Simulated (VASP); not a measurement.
# NaCl (Fm-3m) in VASP: a series of runs

NaCl is run at these levels: LDA; tasks: single point.

Program: VASP 6.6.1. These are calculated values, not measurements. Logs are shortened: lines on timing, memory, paths and dates and some standing lists are left out, and cuts for length are marked.

## 1. The cell of the first run

It takes space group Fm-3m (No. 225, cubic). Conventional cell: a = 5.119 Å, b = 5.119 Å, c = 5.119 Å, α = 90.00°, β = 90.00°, γ = 90.00°. Within 3.4 Å of Na (site symmetry m-3m) lie 6 Cl at 2.56 Å. Within 3.4 Å of Cl (site symmetry m-3m) lie 6 Na at 2.56 Å.

## 2. Single point, LDA

Input file INCAR:

```
SYSTEM = NaCl
  PREC = Accurate
  ENCUT = 520
  EDIFF = 1E-6
  ISMEAR = 0
  SIGMA = 0.01
  LREAL = .False.
  LASPH = .True.
  NELM = 60
  ALGO = Normal
  ISIF = 2
  LWAVE = .False.
  LCHARG = .False.
  NBANDS = 14
```

Input file KPOINTS:

```
Automatic mesh
0
Gamma
  8 8 8
  0 0 0
```

Input file POSCAR:

```
NaCl
1.0
    2.5595368221      2.5595368221      0.0000000000
   -2.5595368221      2.5595368221      0.0000000000
    0.0000000000      2.5595368221      2.5595368221
Na Cl
1 1
Direct
    0.0000000000      0.0000000000      0.0000000000
    0.5000000000      0.5000000000      0.0000000000
```

Potentials or basis: VASP PAW LDA potentials, release 64 (Na_pv, Cl).

The run is started by

```
$ cat potpaw_LDA.64/Na_pv/POTCAR potpaw_LDA.64/Cl/POTCAR > POTCAR
$ mpirun -np 1 vasp_std > vasp.out
```

OUTCAR:

```text
SYSTEM = NaCl
   PREC = Accurate
   ENCUT = 520
   EDIFF = 1E-6
   ISMEAR = 0
   LREAL = .False.
   LASPH = .True.
   NELM = 60
   ISIF = 2

 ion  position               nearest neighbor table
   1  0.000  0.000  0.000-   2 2.56   2 2.56   2 2.56   2 2.56   2 2.56   2 2.56
   2  0.500  0.500  0.000-   1 2.56   1 2.56   1 2.56   1 2.56   1 2.56   1 2.56

  LATTYP: Found a face centered cubic cell.
 ALAT       =     5.1190736442

  Lattice vectors:

 A1 = (   0.0000000000,   2.5595368221,   2.5595368221)
 A2 = (   2.5595368221,   0.0000000000,   2.5595368221)
 A3 = (   2.5595368221,   2.5595368221,   0.0000000000)

Analysis of symmetry for initial positions (statically):
=====================================================================
 Subroutine PRICEL returns:
 Original cell was already a primitive cell.

 Routine SETGRP: Setting up the symmetry group for a
 face centered cubic supercell.

 Subroutine GETGRP returns: Found 48 space group operations
 (whereof 48 operations were pure point group operations)
 out of a pool of 48 trial point group operations.

The static configuration has the point symmetry O_h .

Analysis of symmetry for dynamics (positions and initial velocities):
=====================================================================
 Subroutine PRICEL returns:
 Original cell was already a primitive cell.

 Routine SETGRP: Setting up the symmetry group for a
 face centered cubic supercell.

 Subroutine GETGRP returns: Found 48 space group operations
 (whereof 48 operations were pure point group operations)
 out of a pool of 48 trial point group operations.

The dynamic configuration has the point symmetry O_h .

 Subroutine INISYM returns: Found 48 space group operations
 (whereof 48 operations are pure point group operations),
 and found     1 'primitive' translations

----------------------------------------------------------------------------------------

                                     Primitive cell

  volume of cell :      33.5362

  direct lattice vectors                    reciprocal lattice vectors
     2.559536822  2.559536822  0.000000000     0.195347844  0.195347844 -0.195347844
    -2.559536822  2.559536822  0.000000000    -0.195347844  0.195347844 -0.195347844
     0.000000000  2.559536822  2.559536822     0.000000000  0.000000000  0.390695688

  length of vectors
     3.619731687  3.619731687  3.619731687     0.338352391  0.338352391  0.390695688

  position of ions in fractional coordinates (direct lattice)
     0.000000000  0.000000000  0.000000000
     0.500000000  0.500000000  0.000000000

  ion indices of the primitive-cell ions
   primitive index   ion index
                 1           1
                 2           2

----------------------------------------------------------------------------------------

 KPOINTS: Automatic mesh

Automatic generation of k-mesh.
 Grid dimensions read from file:
 generate k-points for:    8    8    8

 Generating k-lattice:

  Cartesian coordinates                     Fractional coordinates (reciprocal lattice)
     0.024418481  0.024418481 -0.024418481     0.125000000  0.000000000  0.000000000
    -0.024418481  0.024418481 -0.024418481     0.000000000  0.125000000  0.000000000
     0.000000000  0.000000000  0.048836961     0.000000000  0.000000000  0.125000000

  Length of vectors
     0.042294049  0.042294049  0.048836961

  Shift w.r.t. Gamma in fractional coordinates (k-lattice)
     0.000000000  0.000000000  0.000000000

 Subroutine IBZKPT returns following result:
 ===========================================

 Found     29 irreducible k-points:

 Following reciprocal coordinates:
            Coordinates               Weight
  0.000000  0.000000  0.000000      1.000000
  0.125000  0.000000  0.000000      8.000000
  0.250000  0.000000  0.000000      8.000000
  0.375000  0.000000  0.000000      8.000000
  0.500000  0.000000  0.000000      4.000000
  0.125000  0.125000  0.000000     12.000000
[... 16 lines left out ...]
  0.375000  0.250000  0.125000     48.000000
  0.500000  0.250000  0.125000     24.000000
 [... further k-points ...]
   k-points           NKPTS =     29   k-points in BZ     NKDIM =     29   number of bands    NBANDS=     14
   number of dos      NEDOS =    301   number of ions     NIONS =      2
   total plane-waves  NPLWV =  21952
   dimension x,y,z NGX =    28 NGY =   28 NGZ =   28
   dimension x,y,z NGXF=    56 NGYF=   56 NGZF=   56
   ions per type =               1   1
   NGX,Y,Z   is equivalent  to a cutoff of  12.86, 12.86, 12.86 a.u.
   NGXF,Y,Z  is equivalent  to a cutoff of  25.72, 25.72, 25.72 a.u.
 SYSTEM =  NaCl
   PREC   = accura    normal or accurate (medium, high low for compatibility)
   ISTART =      0    job   : 0-new  1-cont  2-samecut
   ICHARG =      2    charge: 1-file 2-atom 10-const
   ISPIN  =      1    spin polarized calculation?
   LNONCOLLINEAR =      F non collinear calculations
   LSORBIT =      F    spin-orbit coupling
   LASPH  =      T    aspherical Exc in radial PAW
   ENCUT  =  520.0 eV  38.22 Ry    6.18 a.u.   6.73  6.73  6.73*2*pi/ulx,y,z
   NELM   =     60;   NELMIN=  2; NELMDL= -5     # of ELM steps
   EDIFF  = 0.1E-05   stopping-criterion for ELM
   LREAL  =      F    real-space projection
   EDIFFG = 0.1E-04   stopping-criterion for IOM
   NSW    =      0    number of steps for IOM
   IBRION =     -1    ionic relax: 0-MD 1-quasi-New 2-CG
   NFREE  =      0    steps in history (QN), initial steepest desc. (CG)
   ISIF   =      2    stress and relaxation
   ISYM   =      2    0-nonsym 1-usesym 2-fastsym
   POTIM  = 0.5000    time-step for ionic-motion
   TEBEG  =    0.0;   TEEND  =   0.0 temperature during run
   PSTRESS=    0.0 pullay stress
   NELECT =      14.0000    total number of electrons
   NUPDOWN=      -1.0000    fix difference up-down
   EMIN   =  10.00;   EMAX   =-10.00  energy-range for DOS
   EFERMI =   0.00;   METHOD = LEGACY
   ISMEAR =     0;   SIGMA  =   0.01  broadening in eV -4-tet -1-fermi 0-gaus
   EFERMI_NEDOS =   21; number of points for ismear=-14 and -15
   IALGO  =     38    algorithm
   IMIX   =      4    mixing-type and parameters
     AMIX     =   0.40;   BMIX     =  1.00
     AMIX_MAG =   1.60;   BMIX_MAG =  1.00
  volume/ion in A,a.u.               =      16.77       113.16
  Fermi-wavevector in a.u.,A,eV,Ry     =   1.223525  2.312127 20.368099  1.497013
  Thomas-Fermi vector in A             =   2.358633
   LORBIT       =      0    0 simple, 1 ext, 2 COOP (PROOUT), +10 PAW based schemes
   GGA     = CA    functional components
   LHFCALC =     F    Hartree Fock is set to
   AEXX    =    0.0000 exact exchange contribution
   IVDW    =     0    specifies the selected vdW correction
   LEPSILON=     F    determine dielectric tensor
   LRPA    =     F    only Hartree local field effects (RPA)
 non-spin polarized calculation
 Gauss-broadening in eV      SIGMA  =   0.01
  energy-cutoff  :      520.00
  volume of cell :       33.54
 maximum number of plane-waves:       934
   NGX = 13   NGY = 13   NGZ = 13

 number of electron      13.9999994 magnetization

 Free energy of the ion-electron system (eV)
  ---------------------------------------------------
  ext. energy  EPLUGINS =         0.00000000
  ---------------------------------------------------
  free energy    TOTEN  =        -7.19792906 eV

  energy without entropy =       -7.19792906  energy(sigma->0) =       -7.19792906

 E-fermi :   1.2335     XC(G=0): -10.0406

 val. band max:        1.1398746747   @ k =   0.0000   0.0000   0.0000
 cond. band min:       7.2138902801   @ k =   0.0000   0.0000   0.0000
 fundamental gap:      6.0740156054
 Fermi energy:         1.2335232686

 k-point     1 :       0.0000    0.0000    0.0000
  band No.  band energies     occupation
      1     -19.3283      2.00000
      2     -19.3283      2.00000
      3     -19.3283      2.00000
      4     -12.3374      2.00000
      5       1.1399      2.00000
      6       1.1399      2.00000
      7       1.1399      2.00000
      8       7.2139      0.00000
      9      12.1295      0.00000
     10      12.1295      0.00000
     11      12.1295      0.00000
     12      14.7891      0.00000
     13      14.7891      0.00000
     14      16.6494      0.00000

 k-point     2 :       0.1250    0.0000    0.0000
  band No.  band energies     occupation
      1     -19.3463      2.00000
      2     -19.3292      2.00000
      3     -19.3292      2.00000
      4     -12.2279      2.00000
      5       0.5428      2.00000
      6       1.0600      2.00000
      7       1.0600      2.00000
      8       7.8363      0.00000
      9      11.6152      0.00000
     10      12.4091      0.00000
     11      12.4091      0.00000
     12      14.6166      0.00000
     13      14.6166      0.00000
     14      17.9102      0.00000

 k-point     3 :       0.2500    0.0000    0.0000
  band No.  band energies     occupation
      1     -19.3887      2.00000
      2     -19.3315      2.00000
      3     -19.3315      2.00000
      4     -11.9502      2.00000
      5      -0.6221      2.00000
      6       0.8771      2.00000
      7       0.8771      2.00000
      8       8.6296      0.00000
      9      11.6280      0.00000
     10      12.7245      0.00000
     11      12.7245      0.00000
     12      14.9551      0.00000
     13      14.9551      0.00000
     14      18.6247      0.00000
[... 324 lines left out ...]
 k-point    23 :       0.3750    0.2500    0.1250
  band No.  band energies     occupation
      1     -19.4129      2.00000
      2     -19.3552      2.00000
      3     -19.3400      2.00000
      4     -11.5615      2.00000
      5      -1.3507      2.00000
      6      -0.0372      2.00000
      7       0.4936      2.00000
      8       9.8672      0.00000
      9      11.3462      0.00000
     10      11.6814      0.00000
     11      13.8283      0.00000
     12      15.8400      0.00000
     13      18.9828      0.00000
     14      19.2817      0.00000

 k-point    24 :       0.5000    0.2500    0.1250
  band No.  band energies     occupation
      1     -19.4209      2.00000
      2     -19.3569      2.00000
      3     -19.3429      2.00000
      4     -11.4675      2.00000
      5      -1.5526      2.00000
      6      -0.1704      2.00000
      7       0.4075      2.00000
      8       9.8088      0.00000
      9      11.2181      0.00000
     10      12.5902      0.00000
     11      13.6011      0.00000
     12      16.6837      0.00000
     13      18.5219      0.00000
     14      19.5033      0.00000

 [... further k-points ...]

------------------------ aborting loop because EDIFF is reached ----------------------------------------

  FORCE on cell =-STRESS in cart. coord.  units (eV):
  Direction    XX          YY          ZZ          XY          YZ          ZX
  --------------------------------------------------------------------------------------
  -------------------------------------------------------------------------------------
  Total        2.1117908      2.1117908      2.1117908      0.0000000      0.0000000      0.0000000
  in kB      100.8898151    100.8898151    100.8898151      0.0000000      0.0000000      0.0000000
  external PRESSURE =     100.8898151 kB  Pullay stress =       0.0000000 kB

 VOLUME and BASIS-vectors are now :
 -----------------------------------------------------------------------------
  energy-cutoff  :      520.00
  volume of cell :       33.54
      direct lattice vectors                 reciprocal lattice vectors
     2.559536822  2.559536822  0.000000000     0.195347844  0.195347844 -0.195347844
    -2.559536822  2.559536822  0.000000000    -0.195347844  0.195347844 -0.195347844
     0.000000000  2.559536822  2.559536822     0.000000000  0.000000000  0.390695688

 POSITION                                       TOTAL-FORCE (eV/Angst)
 -----------------------------------------------------------------------------------
      0.00000      0.00000      0.00000         0.000000      0.000000      0.000000
      0.00000      2.55954      0.00000        -0.000000     -0.000000      0.000000
 -----------------------------------------------------------------------------------
    total drift:                               -0.000000      0.000000     -0.000000

  FREE ENERGIE OF THE ION-ELECTRON SYSTEM (eV)
  ---------------------------------------------------
  free  energy   TOTEN  =        -7.1979290601 eV

  energy  without entropy=       -7.1979290601  energy(sigma->0) =       -7.19792906
```

It took 10 s on 1 thread of Intel Xeon 6975P-C (Granite Rapids), shared host; peak memory 0.13 GiB.

Results:

| Item | Value |
| --- | --- |
| Free energy | -7.1979 eV |
| Pressure | 10.1 GPa |
| Band gap on the k mesh | 6.07 eV, direct |

## 3. Single point, LDA

This run uses another cell than the first one, of 19.31 Å³/atom, 1.151 times its volume.

Input file INCAR:

```
PREC = Accurate ; ENCUT = 520
EDIFF = 1E-6 ; ISMEAR = 0
SIGMA = 0.01 ; LREAL = F
LASPH = T ; NELM = 60
ALGO = Normal ; ISIF = 2
LWAVE = F ; LCHARG = F
NBANDS = 14
```

Input file KPOINTS:

```
regular mesh
0
Gamma
  8 8 8
```

Input file POSCAR:

```
NaCl
1.0
    2.6826303456      2.6826303456      0.0000000000
   -2.6826303456      2.6826303456      0.0000000000
    0.0000000000      2.6826303456      2.6826303456
Na Cl
1 1
Direct
    0.0000000000      0.0000000000      0.0000000000
    0.5000000000      0.5000000000      0.0000000000
```

Potentials or basis: VASP PAW LDA potentials, release 64 (Na_pv, Cl).

The run is started by

```
$ cat potpaw_LDA.64/Na_pv/POTCAR potpaw_LDA.64/Cl/POTCAR > POTCAR
$ mpirun -np 1 vasp_std > vasp.out
```

Wall time 10 s (1 thread of Intel Xeon 6975P-C (Granite Rapids), shared host); peak memory 0.14 GiB.

Results (log left out):

* Free energy: -7.3755 eV
* Pressure: 2.1 GPa
* Band gap on the k mesh: 5.33 eV, direct

Levels at points of the mesh, in eV from the valence-band top:
```csv
k point,band 5,band 6,band 7,band 8,band 9,band 10
"(0.00, 0.00, 0.00)",0.00,0.00,0.00,5.33,10.96,10.96
"(0.50, 0.00, 0.00)",-2.53,-0.37,-0.37,7.14,11.02,11.02
"(0.50, 0.50, 0.00)",-2.18,-0.79,-0.79,7.56,7.59,12.05
```

## 4. Single point, LDA

This run uses another cell than the first one, of 18.48 Å³/atom, 1.102 times its volume.

Input file INCAR:

```
SYSTEM = NaCl
PREC = Accurate
ENCUT = 520
EDIFF = 1E-7
ISMEAR = 0
SIGMA = 0.01
LREAL = .False.
LASPH = .True.
NELM = 100
ALGO = Normal
ISIF = 2
LWAVE = .False.
LCHARG = .False.
NBANDS = 14
```

Input file KPOINTS:

```
Automatic mesh
0
Gamma
  8 8 8
  0 0 0
```

Input file POSCAR:

```
NaCl
1.0
    2.6436731040      2.6436731040      0.0000000000
   -2.6436731040      2.6436731040      0.0000000000
    0.0000000000      2.6436731040      2.6436731040
Na Cl
1 1
Direct
    0.0000000000      0.0000000000      0.0000000000
    0.5000000000      0.5000000000      0.0000000000
```

The run is started by

```
$ cat potpaw_LDA.64/Na_pv/POTCAR potpaw_LDA.64/Cl/POTCAR > POTCAR
$ mpirun -np 1 vasp_std > vasp.out
```

It took 12 s on 1 thread of Intel Xeon 6975P-C (Granite Rapids), shared host; peak memory 0.14 GiB.

The run converged. Its results:

* Free energy: -7.3441 eV
* Pressure: 4.0 GPa
* Band gap on the k mesh: 5.54 eV, direct

Levels at points of the mesh, in eV from the valence-band top:
```
           k point  band 4  band 5  band 6  band 7  band 8  band 9  band 10  band 11
(0.00, 0.00, 0.00)  -13.12    0.00    0.00    0.00    5.54   10.98    10.98    10.98
(0.50, 0.00, 0.00)  -12.50   -2.70   -0.41   -0.41    7.21   11.12    11.12    11.92
(0.50, 0.50, 0.00)  -12.45   -2.33   -0.84   -0.84    7.48    7.71    12.40    15.82
```

## 5. Single point, LDA

This run uses another cell than the first one, of 18.48 Å³/atom, 1.102 times its volume.

Input file INCAR:

```
  ALGO = Normal
  EDIFF = 1E-6
  ENCUT = 520
  ISIF = 2
  ISMEAR = 0
  LASPH = True
  LCHARG = False
  LREAL = False
  LWAVE = False
  NBANDS = 14
  NELM = 80
  PREC = Accurate
  SIGMA = 0.01
```

Input file KPOINTS:

```
k-points
0
Gamma
  8 8 8
```

POSCAR is that of step 4.

The run is started by

```
$ cat potpaw_LDA.64/Na_pv/POTCAR potpaw_LDA.64/Cl/POTCAR > POTCAR
$ mpirun -np 1 vasp_std > vasp.out
```

Wall time 8.9 s (1 thread of Intel Xeon 6975P-C (Granite Rapids), shared host); peak memory 0.13 GiB.

Results (log left out):

```
Free energy            : -7.3441 eV
Pressure               : 4.1 GPa
Band gap on the k mesh : 5.54 eV, direct
```

Levels at points of the mesh, in eV from the valence-band top:
| k point | band 3 | band 4 | band 5 | band 6 | band 7 | band 8 | band 9 | band 10 | band 11 | band 12 |
| --- | --- | --- | --- | --- | --- | --- | --- | --- | --- | --- |
| (0.00, 0.00, 0.00) | -20.52 | -13.12 | 0.00 | 0.00 | 0.00 | 5.54 | 10.98 | 10.98 | 10.98 | 13.48 |
| (0.50, 0.00, 0.00) | -20.53 | -12.50 | -2.70 | -0.41 | -0.41 | 7.21 | 11.12 | 11.12 | 11.92 | 15.84 |
| (0.50, 0.50, 0.00) | -20.54 | -12.45 | -2.33 | -0.84 | -0.84 | 7.48 | 7.71 | 12.40 | 15.82 | 16.14 |

[end of part 1 of 2]
